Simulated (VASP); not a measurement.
# WC (P1) in VASP: a series of runs, part 2 of 2

VASP 6.6.1. Earlier steps stand in the parts before.

### 4 Single point, LDA

INCAR

```
PREC     = Accurate       # precision mode
ENCUT    = 520            # plane-wave cutoff, eV
EDIFF    = 1E-6           # SCF threshold, eV
ISMEAR   = -1             # smearing method
SIGMA    = 0.36           # smearing width, eV
LREAL    = Auto         
LASPH    = True           # aspherical terms in the spheres
NELM     = 80             # most SCF steps
ALGO     = Normal         # electronic algorithm
ISIF     = 2              # what is computed and relaxed
LWAVE    = False          # write WAVECAR
LCHARG   = False          # write CHGCAR
GGA      = CA             # functional
NBANDS   = 86             # bands
```

KPOINTS

```
regular mesh
0
Gamma
  2 2 2
```

POSCAR

```
WC
1.0
   -2.9015800000     -5.0256840000      0.0000000000
    4.3523700000     -2.5128420000      0.0000000000
    0.0000000000      0.0000000000      5.6773400000
W C
8 8
Direct
    0.7722471232      0.5363369400     -0.0137740562
    0.7428528070      0.5681839659      0.5049195574
    0.5174590887      0.0255145915      0.0034523210
    0.5184481937      0.0256455471      0.4518313154
    0.2143528635      0.5452114553     -0.0118717568
    0.2489346979      0.5687714833      0.4861783864
   -0.0054946704      0.0791193704     -0.0376408670
    0.0144531141      0.0515206351      0.5204902296
    0.5285142455      0.6871719005      0.2799198216
    0.5361260848      0.7302487438      0.7817041079
    0.2584496308      0.2125536845      0.2390380002
    0.2876050283      0.1955506995      0.7792029366
    0.0158264552      0.7274477413      0.2654059824
   -0.0008897297      0.7029775451      0.7542440650
    0.7992910654      0.2648458126      0.2550842472
    0.7296737507      0.1374898645      0.7452609849
```

Potentials or basis: VASP PAW LDA potentials, release 64 (W_sv, C).

Started as:

```sh
$ cat potpaw_LDA.64/W_sv/POTCAR potpaw_LDA.64/C/POTCAR > POTCAR
$ mpirun -np 1 vasp_std > vasp.out
```

OUTCAR:

```text
PREC = Accurate
   ENCUT = 520
   EDIFF = 1E-6
   ISMEAR = -1
   LREAL = Auto
   LASPH = True
   NELM = 80
   ISIF = 2
   GGA = CA

 ion  position               nearest neighbor table
   1  0.772  0.536  0.986-  14 2.04  10 2.04  15 2.05   9 2.31  13 2.33  16 2.44   5 2.57   7 2.64
                             2 2.74   3 2.87   2 2.95   3 2.96   7 3.02   5 3.24
   2  0.743  0.568  0.505-   9 1.88  15 2.11  10 2.14  14 2.16  13 2.24  16 2.56   4 2.66   1 2.74
[... 928 lines left out ...]
  Total       19.6863061     11.3378986     20.3994373      4.6136656     -3.8958347     -3.7762553
  in kB      190.4891263    109.7080570    197.3895438     44.6428663    -37.6969727    -36.5398954
  external PRESSURE =     165.8622424 kB  Pullay stress =       0.0000000 kB

 VOLUME and BASIS-vectors are now :
 -----------------------------------------------------------------------------
  energy-cutoff  :      520.00
  volume of cell :      165.58
      direct lattice vectors                 reciprocal lattice vectors
    -2.901580000 -5.025684000  0.000000000    -0.086159954 -0.149233418  0.000000000
     4.352370000 -2.512842000  0.000000000     0.172319908 -0.099488945  0.000000000
     0.000000000  0.000000000  5.677340000     0.000000000  0.000000000  0.176138826

 POSITION                                       TOTAL-FORCE (eV/Angst)
 -----------------------------------------------------------------------------------
      0.09360     -5.22880      5.59914         3.089988      2.296605      2.700637
      0.31750     -5.16110      2.86660        -5.672377     -1.656118      0.837570
     -1.39040     -2.66470      0.01960         2.528048      0.174151      0.655818
     -1.39270     -2.67000      2.56520         4.716738     -1.514313      6.437484
      1.75100     -2.44730      5.60994        -3.611437     -6.253965      1.776604
      1.75320     -2.68030      2.76020        -3.499782      0.411402      2.009579
[... 8 lines left out ...]
     -1.16650     -4.68250      1.44820        -2.349197      3.299009      0.517170
     -1.51880     -4.01260      4.23110         3.035961     -3.011344     -2.032144
 -----------------------------------------------------------------------------------
    total drift:                                0.007105      0.012003     -0.008202

  FREE ENERGIE OF THE ION-ELECTRON SYSTEM (eV)
  ---------------------------------------------------
  free  energy   TOTEN  =      -188.9564145685 eV

  energy  without entropy=     -186.8545198182  energy(sigma->0) =     -187.90546719
```

stdout:

```text
POSCAR found type information on POSCAR W C
 POSCAR found :  2 types and      16 ions
 scaLAPACK will be used
 LDA part: xc-table for (Slater(with rela. corr.)+CA(PZ))
 , standard interpolation
 POSCAR, INCAR and KPOINTS ok, starting setup
 FFT: planning ... GRIDC
 FFT: planning ... GRID_SOFT
 FFT: planning ... GRID
 WAVECAR not read
 entering main loop
```

It took 2.2 min on 1 thread of AMD EPYC 9R45 (Zen 5), shared host; peak memory 0.24 GiB.

Results:

```
Free energy            : -188.9564 eV
Pressure               : 16.6 GPa
Largest force          : 8.883 eV/Å
Band gap on the k mesh : zero (band 72 reaches 11.67 eV, above the bottom of band 73 at 11.25 eV)
```

Forces in eV/Å, atoms in the order of the input:
```
W    3.090  2.297  2.701
W   -5.672 -1.656  0.838
W    2.528  0.174  0.656
W    4.717 -1.514  6.437
W   -3.611 -6.254  1.777
W   -3.500  0.411  2.010
W   -5.510 -0.293  6.962
W    0.211 -0.751 -5.384
C    2.553  1.740 -5.526
C   -0.870  4.219 -3.347
C    0.981 -0.019  0.962
C    1.936  1.316 -3.363
C    1.260  1.088 -1.158
C    1.200 -1.046 -2.048
C   -2.349  3.299  0.517
C    3.036 -3.011 -2.032
```

Stress tensor (GPa, compression positive):
```
19.05  4.46 -3.65
 4.46 10.97 -3.77
-3.65 -3.77 19.74
```

Caveat: the k points lie up to 0.63 Å⁻¹ apart; spin-orbit coupling is left out, which moves the levels of the heavy elements; forces of over 1 eV/Å act on the atoms, so gaps and moduli don't describe the material at rest.

### 5 Single point, LDA

INCAR

```
SYSTEM = WC
PREC = Accurate ; ENCUT = 520
EDIFF = 1E-6 ; ISMEAR = -1
SIGMA = 0.36 ; LREAL = Auto
LASPH = .True. ; NELM = 100
ALGO = Normal ; ISIF = 2
LWAVE = .False. ; LCHARG = .False.
GGA = CA ; NBANDS = 86
```

KPOINTS

```
regular mesh
0
Gamma
  2 2 2
  0 0 0
```

POSCAR

```
WC
1.0
   -2.9015800000     -5.0256840000      0.0000000000
    4.3523700000     -2.5128420000      0.0000000000
    0.0000000000      0.0000000000      5.6773400000
W C
8 8
Direct
    0.7392578385      0.5725882126     -0.0166803468
    0.7669926920      0.5420703330      0.4626462393
    0.5177221501      0.0498607050     -0.0549905413
    0.4935640950      0.0690464521      0.4831664124
    0.2512211749      0.5483996849     -0.0230918000
    0.2136325563      0.5363450149      0.5004456312
   -0.0162378601      0.0371715984      0.0211895007
   -0.0071272103      0.0496326896      0.4745003822
    0.5007106178      0.7255476705      0.2194865906
    0.4802115754      0.7536519880      0.7024592503
    0.2359547260      0.2460823675      0.2199269376
    0.2443014534      0.1917025003      0.7082542176
    0.0048356832      0.7336304408      0.2250173497
   -0.0256226060      0.7393107569      0.7391313538
    0.7699978509      0.2261320532      0.2292622954
    0.7350384337      0.2350840619      0.6902704436
```

Started as:

```sh
$ cat potpaw_LDA.64/W_sv/POTCAR potpaw_LDA.64/C/POTCAR > POTCAR
$ mpirun -np 1 vasp_std > vasp.out
```

Run time: 2.2 min. Hardware: 1 thread of AMD EPYC 9R45 (Zen 5), shared host; peak memory 0.23 GiB.

It converged, with:

* Free energy: -192.2290 eV
* Pressure: 10.9 GPa
* Largest force: 9.905 eV/Å
* Band gap on the k mesh: zero (band 72 reaches 11.55 eV, above the bottom of band 73 at 11.37 eV)

Forces in eV/Å, atoms in the order of the input:
```
W   -2.521  0.833 -2.037
W    4.884  1.974  2.103
W    2.911  1.545  5.388
W   -1.170  0.998 -5.877
W    1.407 -0.138  0.223
W    0.332 -4.898 -2.946
W    1.024 -4.254 -8.886
W   -0.301 -0.465  3.044
C    0.553  0.160  0.254
C   -3.534  1.283  1.383
C   -2.257 -0.011  1.074
C    2.079 -0.247  2.636
C   -2.745  1.459  1.067
C   -1.779 -0.125 -0.218
C    2.045  2.384 -0.215
C   -0.927 -0.497  3.009
```

Stress tensor (GPa, compression positive):
```
11.80 -1.83 -1.18
-1.83  8.67  0.82
-1.18  0.82 12.12
```

Levels at points of the mesh, in eV from the Fermi level:
| k point | band 69 | band 70 | band 71 | band 72 | band 73 | band 74 | band 75 | band 76 |
| --- | --- | --- | --- | --- | --- | --- | --- | --- |
| (0.00, 0.00, 0.00) | -0.89 | -0.60 | -0.57 | -0.27 | 0.16 | 0.50 | 0.76 | 1.39 |
| (0.50, 0.00, 0.00) | -1.30 | -0.76 | -0.29 | 0.09 | 0.16 | 0.41 | 0.61 | 1.39 |
| (0.00, 0.50, 0.00) | -0.90 | -0.86 | -0.22 | 0.09 | 0.97 | 1.19 | 1.58 | 1.80 |
| (0.50, 0.50, 0.00) | -1.86 | -1.64 | -1.33 | -0.98 | 1.14 | 1.37 | 1.45 | 1.66 |
| (0.00, 0.00, 0.50) | -1.25 | -1.17 | -0.21 | 0.09 | 0.37 | 0.48 | 0.76 | 0.84 |
| (0.50, 0.00, 0.50) | -1.28 | -1.05 | -0.88 | -0.65 | -0.08 | 0.30 | 0.41 | 0.67 |
| (0.00, 0.50, 0.50) | -1.35 | -1.12 | -1.00 | -0.81 | 0.39 | 0.68 | 0.86 | 1.13 |
| (0.50, 0.50, 0.50) | -1.69 | -1.44 | -1.26 | -0.68 | 0.08 | 0.80 | 1.08 | 1.31 |

Caveat: the k points lie up to 0.63 Å⁻¹ apart; spin-orbit coupling is left out, which moves the levels of the heavy elements; forces of over 1 eV/Å act on the atoms, so gaps and moduli don't describe the material at rest.
